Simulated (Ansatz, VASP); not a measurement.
**SnO2 in VASP and in Ansatz**

```xyz
3
Lattice="0.0000 2.5741 2.5741 2.5741 0.0000 2.5741 2.5741 2.5741 0.0000" Properties=species:S:1:pos:R:3 pbc="T T T"
Sn    0.0000    0.0000    0.0000
O     3.8612    3.8612    3.8612
O     1.2871    1.2871    1.2871
```

Alike in both runs: functional LDA; k mesh 9 × 9 × 9; occupations fermi-dirac, width 0.05 eV; no spin polarisation.

|  | VASP | Ansatz |
| --- | --- | --- |
| version | VASP 6.6.1 | Ansatz 0.2.0 |
| potentials or method | VASP PAW LDA potentials, release 64 (Sn_d, O) | Ansatz PAW |
| plane-wave cutoff (eV) | 520 | 420 |
| valence electrons in the cell | 26 | 26 |
| task | single point | band structure |

Ansatz gave:

```
gap on the k mesh at the Fermi level (eV) : none
pressure (GPa)                            : -12.2
```

Task: What did VASP give for the same quantities?

Result: gap on the k mesh at the Fermi level (eV): none; pressure (GPa): -11.5.

LDA's correlation is that of Perdew and Zunger in VASP and of Perdew and Wang (1992) in Ansatz. A gap of «none» marks a metal or a gap that the smearing closes.

Noted on Ansatz's run: Pulay correction over one GPa.
